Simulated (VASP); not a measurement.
# Ca2H3 (P6/mmm) in VASP: further runs

Runs on Ca2H3. Level: PBE. Tasks: relaxation of cell and atoms, single point.

All numbers are computed with VASP 6.6.1; they aren't measurements. Logs are shortened: lines on timing, memory, paths and dates and some standing lists are left out, and cuts for length are marked.

## 1. The cell of the first run

Symmetry: P6/mmm, No. 191, hexagonal system. Conventional cell: a = 3.971 Å, b = 3.971 Å, c = 6.518 Å, α = 90.00°, β = 90.00°, γ = 120.00°. Within 3.2 Å of Ca (site symmetry 6mm) lie 6 H at 2.41 Å and 1 Ca at 2.75 Å. Within 2.6 Å of H (site symmetry mmm) lie 4 H at 1.99 Å and 4 Ca at 2.41 Å.

## 2. Relaxation of cell and atoms, PBE

The input, INCAR:

```
  ALGO = Normal
  EDIFF = 1E-6
  EDIFFG = -0.01
  ENCUT = 600
  GGA = PE
  IBRION = 2
  ISIF = 3
  ISMEAR = 0
  LASPH = T
  LCHARG = F
  LREAL = F
  LWAVE = F
  NELM = 60
  NSW = 100
  PREC = Accurate
  SIGMA = 0.1
```

The input, KPOINTS:

```
k-points
0
Gamma
  12 12 6
```

The input, POSCAR:

```
Ca2H3
1.0
    3.9713445279      0.0000000000      0.0000000000
   -1.9856722639      3.4392852483      0.0000000000
    0.0000000000      0.0000000000      6.5177907790
Ca H
2 3
Direct
    0.0000000000      0.0000000000      0.7891763977
    0.0000000000      0.0000000000      0.2108236023
    0.5000000000      0.0000000000      0.0000000000
    0.0000000000      0.5000000000      0.0000000000
    0.5000000000      0.5000000000      0.0000000000
```

Potentials or basis: VASP PAW PBE potentials, release 64 (Ca_sv, H).

Command:

```
$ cat potpaw_PBE.64/Ca_sv/POTCAR potpaw_PBE.64/H/POTCAR > POTCAR
$ mpirun -np 1 vasp_std > vasp.out
```

OUTCAR:

```text
EDIFF = 1E-6
   EDIFFG = -0.01
   ENCUT = 600
   GGA = PE
   IBRION = 2
   ISIF = 3
   ISMEAR = 0
   LASPH = T
   LREAL = F
   NELM = 60
   NSW = 100
   PREC = Accurate

 ion  position               nearest neighbor table
   1  0.000  0.000  0.789-   2 2.75
   2  0.000  0.000  0.211-   1 2.75
   3  0.500  0.000  0.000-
   4  0.000  0.500  0.000-
   5  0.500  0.500  0.000-

  LATTYP: Found a hexagonal cell.
 ALAT       =     3.9713445279
 C/A-ratio  =     1.6412050713

  Lattice vectors:

 A1 = (   3.9713445279,   0.0000000000,   0.0000000000)
 A2 = (  -1.9856722639,   3.4392852483,   0.0000000000)
 A3 = (   0.0000000000,   0.0000000000,   6.5177907790)

Analysis of symmetry for initial positions (statically):
=====================================================================
 Subroutine PRICEL returns:
 Original cell was already a primitive cell.

 Routine SETGRP: Setting up the symmetry group for a
 hexagonal supercell.

 Subroutine GETGRP returns: Found 24 space group operations
 (whereof 24 operations were pure point group operations)
 out of a pool of 24 trial point group operations.

The static configuration has the point symmetry D_6h.

Analysis of symmetry for dynamics (positions and initial velocities):
=====================================================================
 Subroutine PRICEL returns:
 Original cell was already a primitive cell.

 Routine SETGRP: Setting up the symmetry group for a
 hexagonal supercell.

 Subroutine GETGRP returns: Found 24 space group operations
 (whereof 24 operations were pure point group operations)
 out of a pool of 24 trial point group operations.

The dynamic configuration has the point symmetry D_6h.

 Subroutine INISYM returns: Found 24 space group operations
 (whereof 24 operations are pure point group operations),
 and found     1 'primitive' translations

----------------------------------------------------------------------------------------

                                     Primitive cell

  volume of cell :      89.0238

  direct lattice vectors                    reciprocal lattice vectors
     3.971344528  0.000000000  0.000000000     0.251803890  0.145379044  0.000000000
    -1.985672264  3.439285248  0.000000000     0.000000000  0.290758087  0.000000000
     0.000000000  0.000000000  6.517790779     0.000000000  0.000000000  0.153426220

  length of vectors
     3.971344528  3.971344528  6.517790779     0.290758087  0.290758087  0.153426220

  position of ions in fractional coordinates (direct lattice)
     0.000000000  0.000000000  0.789176398
     0.000000000  0.000000000  0.210823602
     0.500000000  0.000000000  0.000000000
     0.000000000  0.500000000  0.000000000
     0.500000000  0.500000000  0.000000000

  ion indices of the primitive-cell ions
   primitive index   ion index
                 1           1
                 2           2
                 3           3
                 4           4
                 5           5

----------------------------------------------------------------------------------------

 KPOINTS: k-points

Automatic generation of k-mesh.
 Grid dimensions read from file:
 generate k-points for:   12   12    6

 Generating k-lattice:

  Cartesian coordinates                     Fractional coordinates (reciprocal lattice)
     0.020983657  0.012114920  0.000000000     0.083333333  0.000000000  0.000000000
     0.000000000  0.024229841  0.000000000     0.000000000  0.083333333  0.000000000
     0.000000000  0.000000000  0.025571037     0.000000000  0.000000000  0.166666667

  Length of vectors
     0.024229841  0.024229841  0.025571037

  Shift w.r.t. Gamma in fractional coordinates (k-lattice)
     0.000000000  0.000000000  0.000000000

 Subroutine IBZKPT returns following result:
 ===========================================

 Found     76 irreducible k-points:

 Following reciprocal coordinates:
            Coordinates               Weight
  0.000000  0.000000  0.000000      1.000000
  0.083333  0.000000  0.000000      6.000000
  0.166667  0.000000  0.000000      6.000000
  0.250000  0.000000  0.000000      6.000000
  0.333333  0.000000  0.000000      6.000000
  0.416667  0.000000  0.000000      6.000000
[... 16 lines left out ...]
  0.250000  0.000000  0.166667     12.000000
  0.333333  0.000000  0.166667     12.000000
 [... further k-points ...]
   k-points           NKPTS =     76   k-points in BZ     NKDIM =     76   number of bands    NBANDS=     15
   number of dos      NEDOS =    301   number of ions     NIONS =      5
   total plane-waves  NPLWV =  55296
   dimension x,y,z NGX =    32 NGY =   32 NGZ =   54
   dimension x,y,z NGXF=    64 NGYF=   64 NGZF=  108
   ions per type =               2   3
   NGX,Y,Z   is equivalent  to a cutoff of  13.40, 13.40, 13.77 a.u.
   NGXF,Y,Z  is equivalent  to a cutoff of  26.79, 26.79, 27.55 a.u.
 SYSTEM =  unknown system
   PREC   = accura    normal or accurate (medium, high low for compatibility)
[... 64 lines left out ...]
  --------------------------------------------------------------------------------------
  -------------------------------------------------------------------------------------
  Total        0.1238686      0.1238686      0.2104888      0.0000000      0.0000000      0.0000000
  in kB        2.2292859      2.2292859      3.7882037      0.0000000      0.0000000      0.0000000
  external PRESSURE =       2.7489252 kB  Pullay stress =       0.0000000 kB

 VOLUME and BASIS-vectors are now :
 -----------------------------------------------------------------------------
  energy-cutoff  :      600.00
  volume of cell :       89.02
      direct lattice vectors                 reciprocal lattice vectors
     3.971344528  0.000000000  0.000000000     0.251803890  0.145379044  0.000000000
    -1.985672264  3.439285248  0.000000000     0.000000000  0.290758087  0.000000000
     0.000000000  0.000000000  6.517790779     0.000000000  0.000000000  0.153426220
[... 40 lines left out ...]
 POSITION                                       TOTAL-FORCE (eV/Angst)
 -----------------------------------------------------------------------------------
     -0.00000      0.00000      5.15030         0.000000     -0.000000     -0.029185
      1.98805      3.44340      1.38072        -0.000000      0.000000      0.029185
      0.00000      3.44340     -0.00000        -0.000000     -0.000000      0.000000
     -0.99402      1.72170     -0.00000        -0.000000     -0.000000      0.000000
      0.99402      1.72170     -0.00000        -0.000000     -0.000000      0.000000
 -----------------------------------------------------------------------------------
    total drift:                                0.000000     -0.000000     -0.000000

  FREE ENERGIE OF THE ION-ELECTRON SYSTEM (eV)
  ---------------------------------------------------
  free  energy   TOTEN  =       -12.6411628163 eV

  energy  without entropy=      -12.6197222446  energy(sigma->0) =      -12.63044253

--------------------------------------- Ionic step        3  -------------------------------------------

 number of electron      22.9999995 magnetization

 Free energy of the ion-electron system (eV)
  ---------------------------------------------------
  ext. energy  EPLUGINS =         0.00000000
  ---------------------------------------------------
  free energy    TOTEN  =       -12.64133446 eV

  energy without entropy =      -12.61944518  energy(sigma->0) =      -12.63038982

 E-fermi :   1.6314     XC(G=0):  -7.9543

 val. band max:        1.6297026431   @ k =   0.0833   0.0000   0.5000
 cond. band min:       1.6338519191   @ k =   0.0000   0.0000   0.5000
 fundamental gap:      0.0041492760
 Fermi energy:         1.6313811978

 k-point     1 :       0.0000    0.0000    0.0000
  band No.  band energies     occupation
      1     -39.7305      2.00000
      2     -39.6075      2.00000
      3     -21.2176      2.00000
      4     -20.6511      2.00000
      5     -20.6511      2.00000
      6     -20.5485      2.00000
      7     -20.5485      2.00000
      8     -20.4228      2.00000
      9      -5.1198      2.00000
     10       0.1184      2.00000
     11       1.3532      1.99992
     12       1.6048      1.29343
     13       1.6048      1.29343
     14       3.2514      0.00000
     15       4.1674      0.00000
[... 397 lines left out ...]
 k-point    24 :       0.3333    0.0000    0.1667
  band No.  band energies     occupation
      1     -39.7234      2.00000
      2     -39.6033      2.00000
      3     -21.1861      2.00000
      4     -20.7344      2.00000
      5     -20.6705      2.00000
      6     -20.6136      2.00000
      7     -20.5654      2.00000
      8     -20.4306      2.00000
      9      -3.9775      2.00000
     10      -0.8783      2.00000
     11       0.9002      2.00000
     12       1.5062      1.92334
     13       2.9759      0.00000
     14       3.1968      0.00000
     15       4.0822      0.00000

 [... further k-points ...]
[... 5 lines left out ...]
  --------------------------------------------------------------------------------------
  -------------------------------------------------------------------------------------
  Total        0.0244018      0.0244018     -0.0216910      0.0000000     -0.0000000      0.0000000
  in kB        0.4359526      0.4359526     -0.3875229      0.0000000     -0.0000000      0.0000000
  external PRESSURE =       0.1614607 kB  Pullay stress =       0.0000000 kB

 VOLUME and BASIS-vectors are now :
 -----------------------------------------------------------------------------
  energy-cutoff  :      600.00
  volume of cell :       89.68
      direct lattice vectors                 reciprocal lattice vectors
     3.979234011  0.000000000  0.000000000     0.251304647  0.145090806 -0.000000000
    -1.989617006  3.446117741 -0.000000000    -0.000000000  0.290181612 -0.000000000
     0.000000000  0.000000000  6.539793630    -0.000000000  0.000000000  0.152910024

 POSITION                                       TOTAL-FORCE (eV/Angst)
 -----------------------------------------------------------------------------------
     -0.00000      0.00000      5.15468         0.000000      0.000000      0.002358
      0.00000      0.00000      1.38511        -0.000000     -0.000000     -0.002358
      1.98962      0.00000      6.53979         0.000000      0.000000      0.000000
     -0.99481      1.72306      6.53979         0.000000      0.000000      0.000000
      0.99481      1.72306      6.53979         0.000000      0.000000      0.000000
 -----------------------------------------------------------------------------------
    total drift:                                0.000000     -0.000000      0.000000

  FREE ENERGIE OF THE ION-ELECTRON SYSTEM (eV)
  ---------------------------------------------------
  free  energy   TOTEN  =       -12.6413344632 eV

  energy  without entropy=      -12.6194451756  energy(sigma->0) =      -12.63038982

 reached required accuracy - stopping structural energy minimisation
```

Run time: 96 s. Hardware: 1 thread of Intel Xeon 6975P-C (Granite Rapids), shared host; peak memory 0.31 GiB.

What came out:

```
Free energy                            : -12.6413 eV
Relaxed volume                         : 17.94 Å³/atom
Relaxed cell                           : a = 3.979 Å, b = 3.979 Å, c = 6.540 Å, α = 90.00°, β = 90.00°, γ = 120.00°
Space group after relaxing (to 0.05 Å) : P6/mmm (No. 191)
Energy gained by relaxing              : 0.2 meV/atom
Ionic steps                            : 3
Pressure after relaxing                : 0.0 GPa
```

Forces on the atoms (eV/Å):
```
Ca   0.000  0.000  0.002
Ca   0.000  0.000 -0.002
H    0.000  0.000  0.000
H    0.000  0.000  0.000
H    0.000  0.000  0.000
```

Stress tensor (GPa, compression positive):
```
 0.04  0.00  0.00
 0.00  0.04  0.00
 0.00  0.00 -0.04
```

The path:
```csv
step,energy change (eV),largest force (eV/Å),pressure (GPa),volume (Å³)
1,0.0000,0.0792,0.27,89.02
2,-0.0009,0.0292,0.12,89.42
3,-0.0011,0.0024,0.02,89.68
```

Final structure:
```yaml
crystal:
  lattice:
    - [3.97923, 0.00000, 0.00000]
    - [-1.98962, 3.44612, 0.00000]
    - [0.00000, 0.00000, 6.53979]
  atoms:
    - { symbol: Ca, position: [0.00000, 0.00000, 0.78820] }
    - { symbol: Ca, position: [0.00000, 0.00000, 0.21180] }
    - { symbol: H, position: [0.50000, 0.00000, 0.00000] }
    - { symbol: H, position: [0.00000, 0.50000, 0.00000] }
    - { symbol: H, position: [0.50000, 0.50000, 0.00000] }
```

Levels at points of the mesh, in eV from the Fermi level:
```
           k point  band 9  band 10  band 11  band 12  band 13  band 14  band 15
(0.00, 0.00, 0.00)   -6.75    -1.51    -0.28    -0.03    -0.03     1.62     2.54
(0.50, 0.00, 0.00)   -4.83    -3.57    -0.20     0.17     0.80     1.73     2.25
(0.00, 0.00, 0.50)   -6.66    -2.42     0.00     0.00     1.72     1.73     2.84
(0.50, 0.00, 0.50)   -4.82    -3.47    -0.17     0.22     0.41     2.29     2.48
```

## 3. Single point, PBE

This run uses another cell than the first one, of 13.12 Å³/atom, 0.737 times its volume.

The input, INCAR:

```
  PREC = Accurate
  ENCUT = 520
  EDIFF = 1E-7
  ISMEAR = 0
  SIGMA = 0.1
  LREAL = False
  LASPH = True
  NELM = 60
  ALGO = Normal
  ISIF = 2
  LWAVE = False
  LCHARG = False
  GGA = PE
  NBANDS = 20
```

The input, KPOINTS:

```
regular mesh
0
Gamma
  6 6 4
```

The input, POSCAR:

```
Ca2H3
1.0
    3.2214610800      0.0000000000      0.0000000000
   -1.6107305400      2.7898671300      0.0000000000
    0.0000000000      0.0000000000      7.3015848800
Ca H
2 3
Direct
    0.0000000000      0.0000000000      0.8167645100
    0.0000000000      0.0000000000      0.1832354900
    0.5000000000      0.0000000000      0.0000000000
    0.0000000000      0.5000000000      0.0000000000
    0.5000000000      0.5000000000      0.0000000000
```

Potentials or basis: VASP PAW PBE potentials, release 64 (Ca_sv, H).

Command:

```
$ cat potpaw_PBE.64/Ca_sv/POTCAR potpaw_PBE.64/H/POTCAR > POTCAR
$ mpirun -np 1 vasp_std > vasp.out
```

Wall time 13 s (1 thread of Intel Xeon 6975P-C (Granite Rapids), shared host); peak memory 0.18 GiB.

Results (log left out):

```
Free energy   : -10.0931 eV
Pressure      : 22.6 GPa
Largest force : 2.196 eV/Å
```

Forces in eV/Å, atoms in the order of the input:
```
Ca   0.000  0.000 -2.196
Ca   0.000  0.000  2.196
H    0.000  0.000  0.000
H    0.000  0.000  0.000
H    0.000  0.000  0.000
```

Stress tensor (GPa, compression positive):
```
28.82  0.00  0.00
 0.00 28.82  0.00
 0.00  0.00 10.24
```

Levels at points of the mesh, in eV from the Fermi level:
```csv
k point,band 9,band 10,band 11,band 12,band 13,band 14
"(0.00, 0.00, 0.00)",-9.80,-2.04,-1.99,0.02,0.02,0.69
"(0.50, 0.00, 0.00)",-7.48,-5.38,-0.24,0.19,0.75,1.49
"(0.00, 0.00, 0.50)",-9.78,-2.98,-0.01,0.03,0.03,0.21
"(0.50, 0.00, 0.50)",-7.48,-5.36,-0.23,0.01,0.79,1.63
```

Caveat: the k points lie up to 0.38 Å⁻¹ apart; forces of over 1 eV/Å act on the atoms, so gaps and moduli don't describe the material at rest.

## 4. Single point, PBE

The input, INCAR:

```
PREC = Accurate
ENCUT = 520
EDIFF = 1E-6
ISMEAR = 0
SIGMA = 0.1
LREAL = False
LASPH = True
NELM = 80
ALGO = Normal
ISIF = 2
LWAVE = False
LCHARG = False
GGA = PE
NBANDS = 20
```

The input, KPOINTS:

```
Automatic mesh
0
Gamma
  6 6 4
```

The input, POSCAR:

```
Ca2H3
1.0
    3.9713445279      0.0000000000      0.0000000000
   -1.9856722639      3.4392852483      0.0000000000
    0.0000000000      0.0000000000      6.5177907790
Ca H
2 3
Direct
    0.0000000000      0.0000000000      0.7891763977
    0.0000000000      0.0000000000      0.2108236023
    0.5000000000      0.0000000000      0.0000000000
    0.0000000000      0.5000000000      0.0000000000
    0.5000000000      0.5000000000      0.0000000000
```

Command:

```
$ cat potpaw_PBE.64/Ca_sv/POTCAR potpaw_PBE.64/H/POTCAR > POTCAR
$ mpirun -np 1 vasp_std > vasp.out
```

Wall time 22 s (1 thread of Intel Xeon 6975P-C (Granite Rapids), shared host); peak memory 0.2 GiB.

The run converged. Its results:

```
Free energy   : -12.6425 eV
Pressure      : 0.2 GPa
Largest force : 0.041 eV/Å
```

Forces in eV/Å, atoms in the order of the input:
```
Ca   0.000  0.000 -0.041
Ca   0.000  0.000  0.041
H    0.000  0.000  0.000
H    0.000  0.000  0.000
H    0.000  0.000  0.000
```

Levels at points of the mesh, in eV from the Fermi level:
```csv
k point,band 8,band 9,band 10,band 11,band 12,band 13,band 14,band 15,band 16,band 17
"(0.00, 0.00, 0.00)",-22.02,-6.77,-1.53,-0.27,-0.04,-0.04,1.63,2.52,2.52,3.46
"(0.50, 0.00, 0.00)",-22.01,-4.84,-3.58,-0.20,0.15,0.78,1.74,2.28,2.98,3.72
"(0.00, 0.00, 0.50)",-22.08,-6.68,-2.43,-0.01,-0.01,1.72,1.76,2.82,2.82,3.27
"(0.50, 0.00, 0.50)",-22.07,-4.84,-3.48,-0.17,0.21,0.41,2.31,2.49,2.84,3.86
```

## 5. Summary

| task | cell | k mesh | cutoff (eV) | gap on the mesh (eV) | pressure (GPa) | largest force (eV/Å) |
| --- | --- | --- | --- | --- | --- | --- |
| relaxation of cell and atoms | relaxed from a = 3.971, b = 3.971, c = 6.518 Å, angles 90.0, 90.0, 120.0°, 5 atoms | 12 × 12 × 6 | 600 | none | 0.0 | - |
| single point | a = 3.221, b = 3.221, c = 7.302 Å, angles 90.0, 90.0, 120.0°, 5 atoms | 6 × 6 × 4 | 520 | none | 22.6 | 2.20 |
| single point | a = 3.971, b = 3.971, c = 6.518 Å, angles 90.0, 90.0, 120.0°, 5 atoms | 6 × 6 × 4 | 520 | none | 0.2 | 0.04 |

Alike in all rows: level PBE; potentials or basis VASP PAW PBE potentials, release 64 (Ca_sv, H); no spin polarisation; smearing gaussian 0.1 eV.

Caveats: some runs use coarse meshes; forces of over 1 eV/Å act on the atoms, so gaps and moduli don't describe the material at rest (some runs).

Total energies depend on the potentials used, so only differences within one code and one set of settings carry meaning.
